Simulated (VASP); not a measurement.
Wanted: the native input for a VASP 6.6.1 run.

```yaml
Task: single point
Functional: PBE
Dispersion: D3(BJ)
Potentials_or_basis: VASP PAW PBE potentials, release 64 (In_d, Se)
Cutoff: 520 eV
k_mesh: 9 × 9 × 2
Occupations: gaussian, width 0.03 eV
Spin: no spin polarisation
Dipole_correction: no
Further_INCAR_settings: ALGO = Normal; EDIFF = 1e-06; NBANDS = 48
```

The structure of InSe lies in POSCAR:

```
InSe
1.0
   -4.0317714842      0.0000000000      0.0000000000
   -2.0158857421     -3.4916165276      0.0000000000
    0.0000000000      0.0000000000     19.7623716544
In Se
4 4
Direct
    0.3333333333      0.3333333333      0.1413588735
    0.6666666667      0.6666666667      0.5654570523
    0.3333333333      0.3333333333      0.2827393053
    0.6666666667      0.6666666667      0.7068374840
    0.3333333333      0.3333333333      0.5003265470
    0.6666666667      0.6666666667      0.0762283682
    0.3333333333      0.3333333333      0.7719679894
    0.6666666667      0.6666666667      0.3478698106
```

This cell differs from its parent crystal: the distance across one plane changed.

One way to write it, as run:

INCAR

```
SYSTEM = InSe
PREC = Accurate
ENCUT = 520
EDIFF = 1E-6
ISMEAR = 0
SIGMA = 0.03
LREAL = .FALSE.
LASPH = .TRUE.
NELM = 100
ALGO = Normal
ISIF = 2
LWAVE = .FALSE.
LCHARG = .FALSE.
GGA = PE
IVDW = 12
NBANDS = 48
```

KPOINTS

```
Automatic mesh
0
G
  9 9 2
  0 0 0
```

Potentials or basis: VASP PAW PBE potentials, release 64 (In_d, Se).

Launch:

```bash
$ cat potpaw_PBE.64/In_d/POTCAR potpaw_PBE.64/Se/POTCAR > POTCAR
$ mpirun -np 1 vasp_std > vasp.out
```

Results of the run:

```json
{
  "Pressure": "0.0 GPa",
  "Largest force": "0.063 eV/Å",
  "Band gap on the k mesh": "0.99 eV (least direct gap 1.04 eV)",
  "Dispersion energy per atom": "-0.264 eV"
}
```

Caveat: the cell differs from its parent crystal (the distance across one plane changed); spin-orbit coupling is left out, which moves the levels of the heavy elements.

It took 6.7 min on 1 thread of Intel(R) Xeon(R) Platinum 8488C (Sapphire Rapids), with other jobs on the host, peak memory 0.49 GiB.
